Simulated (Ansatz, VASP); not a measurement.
# WSe2 in VASP and in Ansatz

```
CELL_PARAMETERS angstrom
3.28200 0.00000 0.00000
-1.64100 2.84230 0.00000
0.00000 0.00000 43.46000
ATOMIC_POSITIONS crystal
Se 0.66667 0.33333 0.20771
Se 0.66667 0.33333 0.28525
Se 0.33333 0.66667 0.35511
Se 0.33333 0.66667 0.43265
W 0.33333 0.66667 0.24649
W 0.66667 0.33333 0.39387
```

Alike in both runs: functional PBE; dispersion D3(BJ); k mesh 12 × 12 × 1; occupations gaussian, width 0.02 eV; no spin polarisation.

Ansatz relaxed the structure, and its values are those at the end. VASP's run is a single point on that final structure, the one shown.

|  | VASP | Ansatz |
| --- | --- | --- |
| version | VASP 6.6.1 | Ansatz 0.2.0 |
| potentials or method | VASP PAW PBE potentials, release 64 (Se, W_sv) | scalar-relativistic, plane waves, PAW |
| plane-wave cutoff (eV) | 520 | 420 |
| valence electrons in the cell | 52 | 92 |

|  | VASP | Ansatz | Ansatz less VASP |
| --- | --- | --- | --- |
| gap on the k mesh at the Fermi level (eV) | 1.28 | 1.29 | +0.004 |
| least direct gap on the mesh (eV) | 1.62 | 1.63 | +0.003 |
| rms of the force components (eV/Å) | 0.022 | 0.000 | -0.0218 |

VASP's potentials hold 52 valence electrons a cell and Ansatz's 92, so a difference there can come from the potentials and not from the codes. Ansatz's warnings: slab cell height set, xc potential rough in thin density.

Neither program's run includes spin-orbit coupling.
